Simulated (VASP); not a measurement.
# Bi in VASP: further runs

The runs below take Bi through single point, with PBE.

Everything below comes from runs of VASP 6.6.1. Logs are shortened: lines on timing, memory, paths and dates and some standing lists are left out, and cuts for length are marked.

**1. The cell of the first run**

The cell holds a slab with vacuum, 2 atoms: a = 4.489 Å, b = 4.489 Å, c = 28.000 Å, α = 90.00°, β = 90.00°, γ = 120.00°.

**2. Single point, PBE**

Input file INCAR:

```
SYSTEM = Bi
PREC = Accurate
ENCUT = 520
EDIFF = 1E-6
ISMEAR = 0
SIGMA = 0.02
LREAL = .FALSE.
LASPH = .TRUE.
NELM = 60
ALGO = Normal
ISIF = 2
LWAVE = .FALSE.
LCHARG = .FALSE.
LDIPOL = .TRUE.
IDIPOL = 3
DIPOL = 0.5 0.5 0.500
GGA = PE
NBANDS = 22
```

Input file KPOINTS:

```
Automatic mesh
0
G
  9 9 1
  0 0 0
```

Input file POSCAR:

```
Bi
1.0
    4.4890000000      0.0000000000      0.0000000000
   -2.2445000000      3.8875880376      0.0000000000
    0.0000000000      0.0000000000     28.0000000000
Bi
2
Direct
    0.3333333333      0.6666666667      0.5396071429
    0.6666666667      0.3333333333      0.4603928571
```

Potentials or basis: VASP PAW PBE potentials, release 64 (Bi_d).

Started as:

```bash
cat potpaw_PBE.64/Bi_d/POTCAR > POTCAR
mpirun -np 1 vasp_std > vasp.out
```

OUTCAR:

```text
SYSTEM = Bi
   PREC = Accurate
   ENCUT = 520
   EDIFF = 1E-6
   ISMEAR = 0
   LREAL = .FALSE.
   LASPH = .TRUE.
   NELM = 60
   ISIF = 2
   GGA = PE

 ion  position               nearest neighbor table
   1  0.333  0.667  0.540-   2 3.41   2 3.41   2 3.41
   2  0.667  0.333  0.460-   1 3.41   1 3.41   1 3.41

  LATTYP: Found a hexagonal cell.
 ALAT       =     4.4890000000
 C/A-ratio  =     6.2374693696

  Lattice vectors:

 A1 = (   4.4890000000,   0.0000000000,   0.0000000000)
 A2 = (  -2.2445000000,   3.8875880376,   0.0000000000)
 A3 = (   0.0000000000,   0.0000000000,  28.0000000000)

Analysis of symmetry for initial positions (statically):
=====================================================================
 Subroutine PRICEL returns:
 Original cell was already a primitive cell.

 Routine SETGRP: Setting up the symmetry group for a
 hexagonal supercell.

 Subroutine GETGRP returns: Found 12 space group operations
 (whereof 12 operations were pure point group operations)
 out of a pool of 24 trial point group operations.

The static configuration has the point symmetry D_3d.

Analysis of symmetry for dynamics (positions and initial velocities):
=====================================================================
 Subroutine PRICEL returns:
 Original cell was already a primitive cell.

 Routine SETGRP: Setting up the symmetry group for a
 hexagonal supercell.

 Subroutine GETGRP returns: Found 12 space group operations
 (whereof 12 operations were pure point group operations)
 out of a pool of 24 trial point group operations.

The dynamic configuration has the point symmetry D_3d.

 Subroutine INISYM returns: Found 12 space group operations
 (whereof 12 operations are pure point group operations),
 and found     1 'primitive' translations

----------------------------------------------------------------------------------------

                                     Primitive cell

  volume of cell :     488.6387

  direct lattice vectors                    reciprocal lattice vectors
     4.489000000  0.000000000  0.000000000     0.222766763  0.128614451  0.000000000
    -2.244500000  3.887588038  0.000000000     0.000000000  0.257228901  0.000000000
     0.000000000  0.000000000 28.000000000     0.000000000  0.000000000  0.035714286

  length of vectors
     4.489000000  4.489000000 28.000000000     0.257228901  0.257228901  0.035714286

  position of ions in fractional coordinates (direct lattice)
     0.333333333  0.666666667  0.539607143
     0.666666667  0.333333333  0.460392857

  ion indices of the primitive-cell ions
   primitive index   ion index
                 1           1
                 2           2

----------------------------------------------------------------------------------------

 KPOINTS: Automatic mesh

Automatic generation of k-mesh.
 Grid dimensions read from file:
 generate k-points for:    9    9    1

 Generating k-lattice:

  Cartesian coordinates                     Fractional coordinates (reciprocal lattice)
     0.024751863  0.014290495  0.000000000     0.111111111  0.000000000  0.000000000
     0.000000000  0.028580989  0.000000000     0.000000000  0.111111111  0.000000000
     0.000000000  0.000000000  0.035714286     0.000000000  0.000000000  1.000000000

  Length of vectors
     0.028580989  0.028580989  0.035714286

  Shift w.r.t. Gamma in fractional coordinates (k-lattice)
     0.000000000  0.000000000  0.000000000

 Subroutine IBZKPT returns following result:
 ===========================================

 Found     12 irreducible k-points:

 Following reciprocal coordinates:
            Coordinates               Weight
  0.000000  0.000000  0.000000      1.000000
  0.111111 -0.000000  0.000000      6.000000
  0.222222 -0.000000  0.000000      6.000000
  0.333333  0.000000  0.000000      6.000000
  0.444444 -0.000000  0.000000      6.000000
  0.111111  0.111111  0.000000      6.000000
  0.222222  0.111111  0.000000     12.000000
  0.333333  0.111111  0.000000     12.000000
  0.444444  0.111111  0.000000      6.000000
  0.222222  0.222222  0.000000      6.000000
  0.333333  0.222222  0.000000     12.000000
  0.333333  0.333333  0.000000      2.000000
   k-points           NKPTS =     12   k-points in BZ     NKDIM =     12   number of bands    NBANDS=     22
   number of dos      NEDOS =    301   number of ions     NIONS =      2
   total plane-waves  NPLWV = 272160
   dimension x,y,z NGX =    36 NGY =   36 NGZ =  210
   dimension x,y,z NGXF=    72 NGYF=   72 NGZF=  420
   ions per type =               2
   NGX,Y,Z   is equivalent  to a cutoff of  13.33, 13.33, 12.47 a.u.
   NGXF,Y,Z  is equivalent  to a cutoff of  26.66, 26.66, 24.94 a.u.
 SYSTEM =  Bi
   PREC   = accura    normal or accurate (medium, high low for compatibility)
   ISTART =      0    job   : 0-new  1-cont  2-samecut
   ICHARG =      2    charge: 1-file 2-atom 10-const
   ISPIN  =      1    spin polarized calculation?
   LNONCOLLINEAR =      F non collinear calculations
   LSORBIT =      F    spin-orbit coupling
   LASPH  =      T    aspherical Exc in radial PAW
   ENCUT  =  520.0 eV  38.22 Ry    6.18 a.u.   8.35  8.35 52.06*2*pi/ulx,y,z
   NELM   =     60;   NELMIN=  2; NELMDL= -5     # of ELM steps
   EDIFF  = 0.1E-05   stopping-criterion for ELM
   LREAL  =      F    real-space projection
   EDIFFG = 0.1E-04   stopping-criterion for IOM
   NSW    =      0    number of steps for IOM
   IBRION =     -1    ionic relax: 0-MD 1-quasi-New 2-CG
   NFREE  =      0    steps in history (QN), initial steepest desc. (CG)
   ISIF   =      2    stress and relaxation
   ISYM   =      2    0-nonsym 1-usesym 2-fastsym
   POTIM  = 0.5000    time-step for ionic-motion
   TEBEG  =    0.0;   TEEND  =   0.0 temperature during run
   PSTRESS=    0.0 pullay stress
   NELECT =      30.0000    total number of electrons
   NUPDOWN=      -1.0000    fix difference up-down
   EMIN   =  10.00;   EMAX   =-10.00  energy-range for DOS
   EFERMI =   0.00;   METHOD = LEGACY
   ISMEAR =     0;   SIGMA  =   0.02  broadening in eV -4-tet -1-fermi 0-gaus
   EFERMI_NEDOS =   21; number of points for ismear=-14 and -15
   IALGO  =     38    algorithm
   IMIX   =      4    mixing-type and parameters
     AMIX     =   0.40;   BMIX     =  1.00
     AMIX_MAG =   1.60;   BMIX_MAG =  1.00
  volume/ion in A,a.u.               =     244.32      1648.75
  Fermi-wavevector in a.u.,A,eV,Ry     =   0.645832  1.220445  5.674969  0.417098
  Thomas-Fermi vector in A             =   1.713616
   LORBIT       =      0    0 simple, 1 ext, 2 COOP (PROOUT), +10 PAW based schemes
   GGA     = PE    functional components
   LHFCALC =     F    Hartree Fock is set to
   AEXX    =    0.0000 exact exchange contribution
   IVDW    =     0    specifies the selected vdW correction
   LEPSILON=     F    determine dielectric tensor
   LRPA    =     F    only Hartree local field effects (RPA)
 non-spin polarized calculation
 Gauss-broadening in eV      SIGMA  =   0.02
  energy-cutoff  :      520.00
  volume of cell :      488.64
 maximum number of plane-waves:     13239
 NGX is ok and might be reduce to    36
   NGX = 17   NGY = 17   NGZ =105

 dipolmoment           0.000000      0.000000      0.000000 electrons x Angstroem

 number of electron      30.0000003 magnetization

 dipolmoment           0.000000      0.000000     -0.000000 electrons x Angstroem

 Free energy of the ion-electron system (eV)
  ---------------------------------------------------
  ext. energy  EPLUGINS =         0.00000000
  ---------------------------------------------------
  free energy    TOTEN  =        -6.69191838 eV

  energy without entropy =       -6.69112037  energy(sigma->0) =       -6.69151938

 E-fermi :  -1.9456     XC(G=0):  -2.0115

 val. band max:       -1.9458311045   @ k =   0.0000   0.0000   0.0000
 cond. band min:      -1.9318252747   @ k =   0.3333   0.0000   0.0000
 fundamental gap:      0.0140058299
 Fermi energy:        -1.9456197194

 k-point     1 :       0.0000    0.0000    0.0000
  band No.  band energies     occupation
      1     -25.0647      2.00000
      2     -25.0647      2.00000
      3     -25.0273      2.00000
      4     -25.0243      2.00000
      5     -25.0243      2.00000
      6     -24.9772      2.00000
[... 14 lines left out ...]
     21       1.5375      0.00000
     22       1.9928      0.00000

 k-point     2 :       0.1111   -0.0000    0.0000
  band No.  band energies     occupation
      1     -25.0642      2.00000
      2     -25.0622      2.00000
      3     -25.0260      2.00000
      4     -25.0232      2.00000
      5     -25.0222      2.00000
      6     -24.9780      2.00000
[... 14 lines left out ...]
     21       1.6897      0.00000
     22       2.1207      0.00000

 k-point     3 :       0.2222   -0.0000    0.0000
  band No.  band energies     occupation
      1     -25.0631      2.00000
      2     -25.0552      2.00000
      3     -25.0269      2.00000
      4     -25.0162      2.00000
      5     -25.0155      2.00000
      6     -24.9812      2.00000
[... 14 lines left out ...]
     21       2.0658      0.00000
     22       2.4227      0.00000
[... 176 lines left out ...]
 k-point    11 :       0.3333    0.2222    0.0000
  band No.  band energies     occupation
      1     -25.0625      2.00000
      2     -25.0280      2.00000
      3     -25.0179      2.00000
      4     -25.0081      2.00000
      5     -25.0042      2.00000
      6     -24.9900      2.00000
[... 14 lines left out ...]
     21       3.6010      0.00000
     22       3.7595      0.00000

 k-point    12 :       0.3333    0.3333    0.0000
  band No.  band energies     occupation
      1     -25.0628      2.00000
      2     -25.0177      2.00000
      3     -25.0177      2.00000
      4     -25.0131      2.00000
      5     -24.9991      2.00000
      6     -24.9991      2.00000
[... 14 lines left out ...]
     21       3.6745      0.00000
     22       4.0497      0.00000

------------------------ aborting loop because EDIFF is reached ----------------------------------------

 vacuum level on the upper side and lower side of the slab       (xc-potential included)        -0.005        -0.005

  FORCE on cell =-STRESS in cart. coord.  units (eV):
  Direction    XX          YY          ZZ          XY          YZ          ZX
  --------------------------------------------------------------------------------------
  -------------------------------------------------------------------------------------
  Total       -2.6350147     -2.6350147     -5.6492130      0.0000000      0.0000000     -0.0000000
  in kB       -8.6398412     -8.6398412    -18.5229714      0.0000000      0.0000000     -0.0000000
  external PRESSURE =     -11.9342179 kB  Pullay stress =       0.0000000 kB

 VOLUME and BASIS-vectors are now :
 -----------------------------------------------------------------------------
  energy-cutoff  :      520.00
  volume of cell :      488.64
      direct lattice vectors                 reciprocal lattice vectors
     4.489000000  0.000000000  0.000000000     0.222766763  0.128614451  0.000000000
    -2.244500000  3.887588038  0.000000000     0.000000000  0.257228901  0.000000000
     0.000000000  0.000000000 28.000000000     0.000000000  0.000000000  0.035714286

 POSITION                                       TOTAL-FORCE (eV/Angst)
 -----------------------------------------------------------------------------------
     -0.00000      2.59173     15.10900         0.000000     -0.000000     -2.532558
      2.24450      1.29586     12.89100        -0.000000      0.000000      2.532558
 -----------------------------------------------------------------------------------
    total drift:                                0.000000     -0.000000     -0.000000

  FREE ENERGIE OF THE ION-ELECTRON SYSTEM (eV)
  ---------------------------------------------------
  free  energy   TOTEN  =        -6.6919183774 eV

  energy  without entropy=       -6.6911203737  energy(sigma->0) =       -6.69151938

 vacuum level on the upper side and lower side of the slab         1.437         1.437
```

It took 3.5 min on 1 thread of Intel Xeon Platinum 8488C (Sapphire Rapids), shared host; peak memory 0.58 GiB.

Results:

* Free energy: -6.6919 eV
* Largest force: 2.533 eV/Å

Forces on the atoms (eV/Å):
```
Bi   0.000  0.000 -2.533
Bi   0.000  0.000  2.533
```

Levels at points of the mesh, in eV from the Fermi level:
```csv
k point,band 11,band 12,band 13,band 14,band 15,band 16,band 17,band 18,band 19,band 20
"(0.00, 0.00, 0.00)",-11.79,-9.80,-1.84,0.00,0.00,0.22,1.55,1.55,2.89,3.15
```

Caveat: spin-orbit coupling is left out, which moves the levels of the heavy elements.

(Continued in part 2 of 2.)
